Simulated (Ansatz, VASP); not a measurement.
## One calculation of Zr3Bi2F3, two programs

The input INCAR:

```
SYSTEM = Zr3Bi2F3
ALGO = Normal
EDIFF = 1E-7
ENCUT = 520
GGA = PE
ISIF = 2
ISMEAR = 0
ISPIN = 2
LASPH = .TRUE.
LCHARG = .TRUE.
LELF = .TRUE.
LMAXMIX = 4
LORBIT = 11
LREAL = .FALSE.
LVHAR = .TRUE.
LWAVE = .FALSE.
MAGMOM = 1 1 1 0 0 0 0 0
NBANDS = 58
NELM = 150
PREC = Accurate
SIGMA = 0.1
```

File KPOINTS:

```
k-points
0
G
  3 3 3
  0 0 0
```

File POSCAR:

```
Zr3Bi2F3
1.0
    3.7282718630      2.1525187637      3.2187380254
   -3.7282718630      2.1525187637      3.2187380254
    0.0000000000     -4.3050375274      3.2187380254
Zr Bi F
3 2 3
Direct
    0.1283911401      0.8716088599      0.5000000000
    0.8716088599      0.5000000000      0.1283911401
    0.5000000000      0.1283911401      0.8716088599
    0.6577426022      0.6577426022      0.6577426022
    0.3422573978      0.3422573978      0.3422573978
    0.1976842714      0.8023157286      0.0000000000
    0.8023157286      0.0000000000      0.1976842714
    0.0000000000      0.1976842714      0.8023157286
```

Input for Ansatz:

```yaml
crystal:
  lattice:
    - [3.728271863, 2.1525187637, 3.2187380254]
    - [-3.728271863, 2.1525187637, 3.2187380254]
    - [0.0, -4.3050375274, 3.2187380254]
  atoms:
    - { symbol: Zr, position: [0.1283911401, 0.8716088599, 0.5], spin: 1.0 }
    - { symbol: Zr, position: [0.8716088599, 0.5, 0.1283911401], spin: 1.0 }
    - { symbol: Zr, position: [0.5, 0.1283911401, 0.8716088599], spin: 1.0 }
    - { symbol: Bi, position: [0.6577426022, 0.6577426022, 0.6577426022] }
    - { symbol: Bi, position: [0.3422573978, 0.3422573978, 0.3422573978] }
    - { symbol: F, position: [0.1976842714, 0.8023157286, 0.0] }
    - { symbol: F, position: [0.8023157286, 0.0, 0.1976842714] }
    - { symbol: F, position: [0.0, 0.1976842714, 0.8023157286] }
basis:
  ecutwfc: 420
kpoints:
  mp_grid: { grid: [3, 3, 3] }
hamiltonian:
  xc: pbe
scf:
  occupations: { method: gaussian, width: 0.1 }
  lower_state_search: "off"
output:
  forces: true
  stress: true
  eigenvalues: true
  populations: true
magnetization:
  spin_polarized: true
```

Change from the starting cell: species swapped into the Nb3Al2Mo3 type (R32, No. 155).

Alike in both runs: task single point; functional PBE; k mesh 3 × 3 × 3; occupations gaussian, width 0.1 eV; collinear spin.

```csv
,VASP,Ansatz
version,VASP 6.6.1,Ansatz 0.2.0
potentials or method,"VASP PAW PBE potentials, release 64 (Zr_sv, Bi_d, F), cutoff 520 eV","scalar-relativistic, plane waves, PAW"
valence electrons in the cell,87,87
```

Ansatz gave:

```
gap on the k mesh at the Fermi level (eV) : none
pressure (GPa)                            : -0.2
rms of the force components (eV/Å)        : 0.004
net moment per atom (μB)                  : 0.00
```

Q: What did VASP give for the same quantities?

A: gap on the k mesh at the Fermi level (eV): none; pressure (GPa): -0.3; rms of the force components (eV/Å): 0.004; net moment per atom (μB): 0.00.

Atom by atom the forces differ by 0.002 eV/Å (rms over components). A gap of «none» marks a metal or a gap that the smearing closes. With one functional, cell and mesh, what is left measures potentials, basis and numerics. Ansatz's warnings: seeded moment not kept.

The k mesh is coarse, so the values compare programs but aren't converged. Spin-orbit coupling is off throughout.
